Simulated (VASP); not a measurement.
Mg:

```
Mg
1.0
     3.18776    0.00000    0.00000
    -1.59388    2.76068    0.00000
     0.00000    0.00000    5.17533
Mg
2
Cartesian
  1.5939 0.9202 3.8815
  0.0000 1.8405 1.2938
```

Base run:

```yaml
Program: VASP 6.6.1
Functional: PBEsol
Potentials_or_basis: VASP PAW PBE potentials, release 64 (Mg)
Cutoff: 520 eV
k_mesh: 10 × 10 × 5
Occupations: fermi-dirac, width 0.05 eV
Spin: no spin polarisation
```

Its results: band gap on the k mesh zero (band 2 reaches 3.29 eV, above the bottom of band 3 at 1.40 eV); pressure -0.4 GPa.

Task: The run is repeated on the same cell with these changes: dispersion from none to D3(BJ). What comes out?

Result: Band gap on the k mesh zero (band 2 reaches 3.29 eV, above the bottom of band 3 at 1.40 eV); pressure -2.3 GPa.

Dispersion adds attraction, which lowers the pressure at fixed volume and, as a term added to the energy, leaves the levels alone.

Caveats: the PAW data sets were made with another functional, which shifts forces and pressure a little; pairwise dispersion overbinds metals, which lowers pressure and volume (some runs).
